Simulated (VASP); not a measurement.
Write the native input for VASP 6.6.1 that does the following.

- Task: single point
- Functional: r2SCAN
- Potentials or basis: VASP PAW PBE potentials, release 64 (Be, S)
- Cutoff: 520 eV
- k mesh: 8 × 8 × 8
- Occupations: gaussian, width 0.05 eV
- Spin: no spin polarisation
- Dipole correction: no
- Further INCAR settings: ALGO = Normal; EDIFF = 1e-06; NBANDS = 11

The system is BeS.

```
CELL_PARAMETERS angstrom
0.00000 2.38863 2.42500
2.38863 0.00000 2.42500
2.38863 2.38863 0.00000
ATOMIC_POSITIONS crystal
Be 0.00000 0.00000 0.00000
S 0.75000 0.75000 0.75000
```

This cell differs from its parent crystal: strain -0.015 along x and y, +0.000 along z.

The input as run:

POSCAR

```
BeS
1.0
    0.0000000000      2.3886250000      2.4250000000
    2.3886250000      0.0000000000      2.4250000000
    2.3886250000      2.3886250000      0.0000000000
Be S
1 1
Direct
    0.0000000000      0.0000000000      0.0000000000
    0.7500000000      0.7500000000      0.7500000000
```

INCAR.step1

```
ALGO = Normal ; EDIFF = 1E-4
ENCUT = 520 ; GGA = PE
ISMEAR = 0 ; LASPH = True
LCHARG = False ; LREAL = False
LWAVE = True ; NBANDS = 11
NELM = 60 ; PREC = Accurate
SIGMA = 0.05
```

INCAR.step2

```
ALGO = Normal ; EDIFF = 1E-6
ENCUT = 520 ; ISIF = 2
ISMEAR = 0 ; ISTART = 1
LASPH = True ; LCHARG = True
LELF = True ; LMIXTAU = True
LREAL = False ; LVHAR = True
LWAVE = False ; METAGGA = R2SCAN
NBANDS = 11 ; NELM = 60
PREC = Accurate ; SIGMA = 0.05
```

KPOINTS

```
k-points
0
Gamma
  8 8 8
```

Potentials or basis: VASP PAW PBE potentials, release 64 (Be, S).

Run with:

```bash
$ cat potpaw_PBE.64/Be/POTCAR potpaw_PBE.64/S/POTCAR > POTCAR
$ cp INCAR.step1 INCAR
$ mpirun -np 1 vasp_std > vasp.out
$ cp INCAR.step2 INCAR
$ mpirun -np 1 vasp_std > vasp.out
```

Results of the run:

The pressure is 4.7 GPa and the band gap on the k mesh is 3.43 eV, indirect (least direct gap 6.20 eV).

Caveat: the cell differs from its parent crystal (strain -0.015 along x and y, +0.000 along z); the PAW data sets were made with another functional, which shifts forces and pressure a little.

It took 59 s on 1 thread of Intel(R) Xeon(R) Platinum 8488C (Sapphire Rapids), on a shared host, peak memory 0.16 GiB.
